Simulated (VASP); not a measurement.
# Sb (P2_1/m) in VASP: further runs

The runs below take Sb through single point, with PBEsol.

Everything below comes from runs of VASP 6.6.1. Logs are shortened: lines on timing, memory, paths and dates and some standing lists are left out, and cuts for length are marked.

### 1 The cell of the first run

It takes space group P2_1/m (No. 11, monoclinic). Conventional cell: a = 4.528 Å, b = 4.421 Å, c = 6.500 Å, α = 90.00°, β = 101.72°, γ = 90.00°. Within 3.8 Å of Sb (site symmetry m) lie 7 Sb at 2.92 to 3.75 Å. Sb (site symmetry m) has 7 Sb at 2.92 to 3.74 Å within 3.8 Å.

### 2 Single point, PBEsol, non-collinear spin, zero start, spin-orbit coupling

Input file INCAR:

```
SYSTEM = Sb
PREC     = Accurate       ! precision mode
ENCUT    = 520            ! plane-wave cutoff, eV
EDIFF    = 1E-6           ! SCF threshold, eV
ISMEAR   = 0              ! smearing method
SIGMA    = 0.025          ! smearing width, eV
LREAL    = .FALSE.        ! projectors in reciprocal space
LASPH    = .TRUE.         ! aspherical terms in the spheres
NELM     = 150            ! most SCF steps
ALGO     = Normal         ! electronic algorithm
ISIF     = 2              ! what is computed and relaxed
LWAVE    = .FALSE.        ! write WAVECAR
LCHARG   = .TRUE.         ! write CHGCAR
LNONCOLLINEAR= .TRUE.         ! non-collinear magnetism
MAGMOM   = 0 0 0 0 0 0 0 0 0 0 0 0 ! initial moments
LORBIT   = 11             ! projections on sites
LSORBIT  = .TRUE.         ! spin-orbit coupling
GGA_COMPAT= .FALSE.      
LORBMOM  = .TRUE.       
GGA      = PS             ! functional
LVHAR    = .TRUE.       
NBANDS   = 34             ! bands
```

Input file KPOINTS:

```
Automatic mesh
0
G
  5 5 4
  0 0 0
```

Input file POSCAR:

```
Sb
1.0
    4.5277000000      0.0000000000      0.0000000000
    0.0000000000      4.4211000000      0.0000000000
   -1.3205190000      0.0000000000      6.3643480000
Sb
4
Direct
    0.3399300000      0.2500000000      0.6836700000
    0.9366380000      0.7500000000      0.7627580000
    0.0633620000      0.2500000000      0.2372420000
    0.6600700000      0.7500000000      0.3163300000
```

Potentials or basis: VASP PAW PBE potentials, release 64 (Sb).

Started as:

```bash
cat potpaw_PBE.64/Sb/POTCAR > POTCAR
mpirun -np 1 vasp_ncl > vasp.out
```

OUTCAR:

```text
SYSTEM = Sb
   PREC = Accurate
   ENCUT = 520
   EDIFF = 1E-6
   ISMEAR = 0
   LREAL = .FALSE.
   LASPH = .TRUE.
   NELM = 150
   ISIF = 2
   LNONCOLLINEAR = .TRUE.
   LORBIT = 11
   LSORBIT = .TRUE.
   GGA = PS

 ion  position               nearest neighbor table
   1  0.340  0.250  0.684-   3 2.92   2 2.98   2 2.98   2 3.45   2 3.45   4 3.75   4 3.75
   2  0.937  0.750  0.763-   4 2.92   1 2.98   1 2.98   1 3.45   1 3.45   3 3.74   3 3.74
   3  0.063  0.250  0.237-   1 2.92   4 2.98   4 2.98   4 3.45   4 3.45   2 3.74   2 3.74
   4  0.660  0.750  0.316-   2 2.92   3 2.98   3 2.98   3 3.45   3 3.45   1 3.75   1 3.75

  LATTYP: Found a simple monoclinic cell.
 ALAT       =     4.5277000000
 B/A-ratio  =     0.9764560373
 C/A-ratio  =     1.4355853266
 COS(beta)  =    -0.2031599047

  Lattice vectors:

 A1 = (   4.5277000000,   0.0000000000,   0.0000000000)
 A2 = (   0.0000000000,   4.4211000000,   0.0000000000)
 A3 = (  -1.3205190000,   0.0000000000,   6.3643480000)

Analysis of symmetry for initial positions (statically):
=====================================================================
 Subroutine PRICEL returns:
 Original cell was already a primitive cell.

 Routine SETGRP: Setting up the symmetry group for a
 simple monoclinic supercell.

 Subroutine GETGRP returns: Found  4 space group operations
 (whereof  2 operations were pure point group operations)
 out of a pool of  4 trial point group operations.

The static configuration has the point symmetry S_2 .
 The point group associated with its full space group is C_2h.

Analysis of symmetry for dynamics (positions and initial velocities):
=====================================================================
 Subroutine PRICEL returns:
 Original cell was already a primitive cell.

 Routine SETGRP: Setting up the symmetry group for a
 simple monoclinic supercell.

 Subroutine GETGRP returns: Found  4 space group operations
 (whereof  2 operations were pure point group operations)
 out of a pool of  4 trial point group operations.

The dynamic configuration has the point symmetry S_2 .
 The point group associated with its full space group is C_2h.

Analysis of structural, dynamic, and magnetic symmetry:
=====================================================================
 Subroutine PRICEL returns:
 Original cell was already a primitive cell.

 Routine SETGRP: Setting up the symmetry group for a
 simple monoclinic supercell.

 Subroutine GETGRP returns: Found  4 space group operations
 (whereof  2 operations were pure point group operations)
 out of a pool of  4 trial point group operations.

The overall configuration has the point symmetry S_2 .
 The point group associated with its full space group is C_2h.

 Subroutine INISYM returns: Found  4 space group operations
 (whereof  2 operations are pure point group operations),
[... 1034 lines left out ...]
  ---------------------------------------------------
  free  energy   TOTEN  =       -18.0393044986 eV

  energy  without entropy=      -18.0392121203  energy(sigma->0) =      -18.03925831

 orbital moment (x)

 # of ion     p       d       tot
 ----------------------------------------
  1         0.000   0.000   0.000
  2        -0.000   0.000  -0.000
  3         0.000   0.000   0.000
  4         0.000   0.000   0.000
 ----------------------------------------
           -0.000   0.000  -0.000

 orbital moment (y)

 # of ion     p       d       tot
 ----------------------------------------
  1         0.000  -0.000   0.000
  2         0.000   0.000   0.000
  3         0.000   0.000   0.000
  4         0.000  -0.000   0.000
 ----------------------------------------
            0.000   0.000   0.000

 orbital moment (z)

 # of ion     p       d       tot
 ----------------------------------------
  1         0.000   0.000   0.000
  2         0.000   0.000   0.000
  3         0.000   0.000   0.000
  4         0.000   0.000   0.000
 ----------------------------------------
            0.000   0.000   0.000

 Spin-Orbit-Coupling matrix elements

 Ion:    1  E_soc:     -0.1411045
 l=   1
     0.0000000    -0.0217079    -0.0253733
    -0.0217079     0.0000000    -0.0232061
    -0.0253733    -0.0232061     0.0000000
 l=   2
     0.0000000    -0.0000276     0.0000000    -0.0000333    -0.0000289
    -0.0000276     0.0000000    -0.0000632    -0.0000253    -0.0000091
     0.0000000    -0.0000632     0.0000000    -0.0000673     0.0000000
    -0.0000333    -0.0000253    -0.0000673     0.0000000    -0.0000103
    -0.0000289    -0.0000091     0.0000000    -0.0000103     0.0000000
 l=   3
     0.0000000     0.0000000     0.0000000     0.0000000     0.0000000     0.0000000     0.0000000
     0.0000000     0.0000000     0.0000000     0.0000000     0.0000000     0.0000000     0.0000000
     0.0000000     0.0000000     0.0000000     0.0000000     0.0000000     0.0000000     0.0000000
     0.0000000     0.0000000     0.0000000     0.0000000     0.0000000     0.0000000     0.0000000
[... 49 lines left out ...]
 l=   2
     0.0000000    -0.0000276     0.0000000    -0.0000333    -0.0000289
    -0.0000276     0.0000000    -0.0000632    -0.0000253    -0.0000091
     0.0000000    -0.0000632     0.0000000    -0.0000673     0.0000000
    -0.0000333    -0.0000253    -0.0000673     0.0000000    -0.0000103
    -0.0000289    -0.0000091     0.0000000    -0.0000103     0.0000000
 l=   3
     0.0000000     0.0000000     0.0000000     0.0000000     0.0000000     0.0000000     0.0000000
     0.0000000     0.0000000     0.0000000     0.0000000     0.0000000     0.0000000     0.0000000
     0.0000000     0.0000000     0.0000000     0.0000000     0.0000000     0.0000000     0.0000000
     0.0000000     0.0000000     0.0000000     0.0000000     0.0000000     0.0000000     0.0000000
     0.0000000     0.0000000     0.0000000     0.0000000     0.0000000     0.0000000     0.0000000
     0.0000000     0.0000000     0.0000000     0.0000000     0.0000000     0.0000000     0.0000000
     0.0000000     0.0000000     0.0000000     0.0000000     0.0000000     0.0000000     0.0000000

 total charge

# of ion       s       p       d       tot
------------------------------------------
    1        1.216   1.133   0.029   2.377
    2        1.229   1.101   0.032   2.362
    3        1.229   1.101   0.032   2.362
    4        1.216   1.133   0.029   2.377
--------------------------------------------------
tot          4.890   4.467   0.122   9.479

 magnetization (x)

# of ion       s       p       d       tot
------------------------------------------
    1        0.000   0.000   0.000   0.000
    2        0.000   0.000   0.000   0.000
    3        0.000   0.000   0.000   0.000
    4        0.000   0.000   0.000   0.000
--------------------------------------------------
tot          0.000   0.000   0.000   0.000

 magnetization (y)

# of ion       s       p       d       tot
------------------------------------------
    1        0.000  -0.000  -0.000   0.000
    2       -0.000   0.000  -0.000  -0.000
    3       -0.000   0.000  -0.000  -0.000
    4        0.000  -0.000  -0.000   0.000
--------------------------------------------------
tot          0.000   0.000  -0.000   0.000

 magnetization (z)

# of ion       s       p       d       tot
------------------------------------------
    1        0.000   0.000   0.000   0.000
    2        0.000   0.000   0.000   0.000
    3        0.000   0.000   0.000   0.000
    4        0.000   0.000   0.000   0.000
--------------------------------------------------
tot          0.000   0.000   0.000   0.000
```

OSZICAR:

```text
N       E                     dE             d eps       ncg     rms          rms(c)
DAV:   1     0.890482821850E+02    0.89048E+02   -0.65092E+03  2244   0.926E+02
DAV:   2    -0.997382245425E+01   -0.99022E+02   -0.94754E+02  2672   0.155E+02
DAV:   3    -0.179431983761E+02   -0.79694E+01   -0.77603E+01  2850   0.469E+01
DAV:   4    -0.180802770096E+02   -0.13708E+00   -0.13646E+00  2568   0.654E+00
DAV:   5    -0.180822057834E+02   -0.19288E-02   -0.19285E-02  2864   0.960E-01    0.439E+00
DAV:   6    -0.180542305755E+02    0.27975E-01   -0.13398E-02  2472   0.585E-01    0.261E+00
DAV:   7    -0.180426144079E+02    0.11616E-01   -0.83779E-03  2512   0.479E-01    0.152E+00
DAV:   8    -0.180392762150E+02    0.33382E-02   -0.37750E-03  2474   0.337E-01    0.688E-02
DAV:   9    -0.180392934011E+02   -0.17186E-04   -0.33326E-04  2436   0.945E-02    0.362E-02
DAV:  10    -0.180393037650E+02   -0.10364E-04   -0.46215E-05  2478   0.379E-02    0.159E-02
DAV:  11    -0.180393044986E+02   -0.73361E-06   -0.39173E-06  2530   0.106E-02
   1 F= -.18039304E+02 E0= -.18039258E+02  d E =-.923783E-04  mag=    -0.0000     0.0000     0.0000
```

Run time: 3.7 min. Hardware: 1 thread of Intel Xeon Platinum 8488C (Sapphire Rapids), shared host; peak memory 0.57 GiB.

What came out:

| Quantity | Value |
| --- | --- |
| Free energy | -18.0393 eV |
| Pressure | -2.2 GPa |
| Largest force | 0.052 eV/Å |
| Net moment | 0.00 μB per cell |
| Valence electrons inside the program's atomic spheres | Sb 2.38, 2.36 (each value once) |

Forces on the atoms (eV/Å):
```
Sb   0.046  0.000 -0.005
Sb  -0.044  0.000 -0.028
Sb   0.044  0.000  0.028
Sb  -0.046  0.000  0.005
```

Stress tensor (GPa, compression positive):
```
-2.32  0.00  0.26
 0.00 -2.41  0.00
 0.26  0.00 -2.01
```

Moments on the atoms (μB; x, y, z):
```
Sb  0.00 0.00 0.00
Sb  0.00 0.00 0.00
Sb  0.00 0.00 0.00
Sb  0.00 0.00 0.00
```

Caveat: the PAW data sets were made with another functional, which shifts forces and pressure a little.

### 3 Single point, PBEsol, non-collinear spin, zero start, spin-orbit coupling

Input file INCAR:

```
SYSTEM = Sb
ALGO = Normal ; EDIFF = 1E-7
ENCUT = 520 ; GGA = PS
GGA_COMPAT = .False. ; ISIF = 2
ISMEAR = 0 ; LASPH = .True.
LCHARG = .False. ; LNONCOLLINEAR = .True.
LORBIT = 11 ; LORBMOM = .True.
LREAL = .False. ; LSORBIT = .True.
LWAVE = .False. ; MAGMOM = 0 0 0 0 0 0 0 0 0 0 0 0
NBANDS = 34 ; NELM = 150
PREC = Accurate ; SIGMA = 0.01
```

Input file KPOINTS:

```
k-points
0
Gamma
  5 5 4
  0 0 0
```

POSCAR is that of step 2.

Potentials or basis: VASP PAW PBE potentials, release 64 (Sb).

Started as:

```bash
cat potpaw_PBE.64/Sb/POTCAR > POTCAR
mpirun -np 1 vasp_ncl > vasp.out
```

Run time: 4 min. Hardware: 1 thread of Intel Xeon Platinum 8488C (Sapphire Rapids), shared host; peak memory 0.57 GiB.

It converged, with:

```yaml
Free_energy: -18.0393 eV
Pressure: -2.2 GPa
Largest_force: 0.052 eV/Å
Net_moment: 0.00 μB per cell
Valence_electrons_inside_the_program's_atomic_spheres: Sb 2.38, 2.36 (each value once)
```

Forces in eV/Å, atoms in the order of the input:
```
Sb   0.044  0.000 -0.004
Sb  -0.044  0.000 -0.027
Sb   0.044  0.000  0.027
Sb  -0.044  0.000  0.004
```

Stress tensor (GPa, compression positive):
```
-2.32  0.00  0.26
 0.00 -2.41  0.00
 0.26  0.00 -2.01
```

Moments on the atoms (μB; x, y, z):
```
Sb  0.00 0.00 0.00
Sb  0.00 0.00 0.00
Sb  0.00 0.00 0.00
Sb  0.00 0.00 0.00
```

Caveat: the PAW data sets were made with another functional, which shifts forces and pressure a little.

### 4 Single point, PBEsol

This run uses another cell than the first one, of 22.12 Å³/atom.

Input file INCAR:

```
SYSTEM = Sb
PREC = Accurate
ENCUT = 520
EDIFF = 1E-7
ISMEAR = -1
SIGMA = 0.05
LREAL = .False.
LASPH = .True.
NELM = 100
ALGO = Normal
ISIF = 2
LWAVE = .False.
LCHARG = .False.
GGA = PS
NBANDS = 18
```

Input file KPOINTS:

```
Automatic mesh
0
Gamma
  6 6 4
  0 0 0
```

Input file POSCAR:

```
Sb
1.0
    3.3059395607      0.0000000000     -0.1399776627
    0.0000000000      4.8847488593      0.0000000000
   -1.1609476247      0.0000000000      5.5275610979
Sb
4
Direct
    0.3770645376      0.2500000000      0.7233497584
    0.9010089392      0.7500000000      0.7880720054
    0.0989910608      0.2500000000      0.2119279946
    0.6229354624      0.7500000000      0.2766502416
```

Started as:

```bash
cat potpaw_PBE.64/Sb/POTCAR > POTCAR
mpirun -np 1 vasp_std > vasp.out
```

Run time: 28 s. Hardware: 1 thread of Intel Xeon 6975P-C (Granite Rapids), shared host; peak memory 0.22 GiB.

Results (log left out):

* Free energy: -16.6636 eV
* Pressure: 20.4 GPa
* Largest force: 0.051 eV/Å
* Band gap on the k mesh: zero (bands 10 and 11 overlap by 4.00 eV)

Forces in eV/Å, atoms in the order of the input:
```
Sb   0.005  0.000  0.034
Sb   0.008  0.000  0.050
Sb  -0.008  0.000 -0.050
Sb  -0.005  0.000 -0.034
```

Stress tensor (GPa, compression positive):
```
20.34  0.00  0.02
 0.00 20.45  0.00
 0.02  0.00 20.48
```

Levels at points of the mesh, in eV from the Fermi level:
| k point | band 6 | band 7 | band 8 | band 9 | band 10 | band 11 | band 12 | band 13 | band 14 | band 15 |
| --- | --- | --- | --- | --- | --- | --- | --- | --- | --- | --- |
| (0.00, 0.00, 0.00) | -4.43 | -3.63 | -2.95 | 0.12 | 0.51 | 1.72 | 3.79 | 4.70 | 5.35 | 5.36 |
| (0.50, 0.00, 0.00) | -3.62 | -3.21 | -3.15 | -3.09 | -2.72 | -1.12 | -0.62 | -0.10 | -0.08 | 2.76 |
| (0.00, 0.50, 0.00) | -5.99 | 0.15 | 0.15 | 1.96 | 1.96 | 2.27 | 2.27 | 2.99 | 2.99 | 5.52 |
| (0.50, 0.50, 0.00) | -5.98 | -5.60 | -5.60 | -1.86 | -1.86 | 0.70 | 0.70 | 3.32 | 3.32 | 4.77 |
| (0.00, 0.00, 0.50) | -5.59 | -2.16 | -2.04 | -0.95 | 1.92 | 2.38 | 3.07 | 3.76 | 4.26 | 5.18 |
| (0.50, 0.00, 0.50) | -3.49 | -3.09 | -3.01 | -2.85 | -2.39 | -1.16 | -1.07 | -0.49 | 0.24 | 3.28 |
| (0.00, 0.50, 0.50) | -0.79 | -0.72 | -0.72 | 0.86 | 0.86 | 1.23 | 1.23 | 1.71 | 1.71 | 4.19 |
| (0.50, 0.50, 0.50) | -6.35 | -6.03 | -6.03 | -1.07 | -1.07 | 1.60 | 1.60 | 3.38 | 3.38 | 4.71 |

Caveat: the cell stands under pressure; the PAW data sets were made with another functional, which shifts forces and pressure a little; spin-orbit coupling is left out, which moves the levels of the heavy elements.

### 5 Overview

```tsv
spin	cell	k mesh	smearing	pressure (GPa)	moment (μB)	largest force (eV/Å)
non-collinear, zero start, SOC	a = 4.528, b = 4.421, c = 6.500 Å, angles 90.0, 101.7, 90.0°, 4 atoms, atomic positions A	5 × 5 × 4	gaussian 0.025 eV	-2.2	0.00	0.05
non-collinear, zero start, SOC	a = 4.528, b = 4.421, c = 6.500 Å, angles 90.0, 101.7, 90.0°, 4 atoms, atomic positions A	5 × 5 × 4	gaussian 0.01 eV	-2.2	0.00	0.05
off	a = 3.309, b = 4.885, c = 5.648 Å, angles 90.0, 104.3, 90.0°, 4 atoms, atomic positions B	6 × 6 × 4	fermi-dirac 0.05 eV	20.4	-	0.05
```

Alike in all rows: task single point; level PBEsol; potentials or basis VASP PAW PBE potentials, release 64 (Sb); cutoff (eV) 520.

Caveats: the PAW data sets were made with another functional, which shifts forces and pressure a little; the cell stands under pressure (at least some runs); spin-orbit coupling is left out, which moves the levels of the heavy elements (at least some runs).

Absolute energies hang on the potentials; compare differences alone.
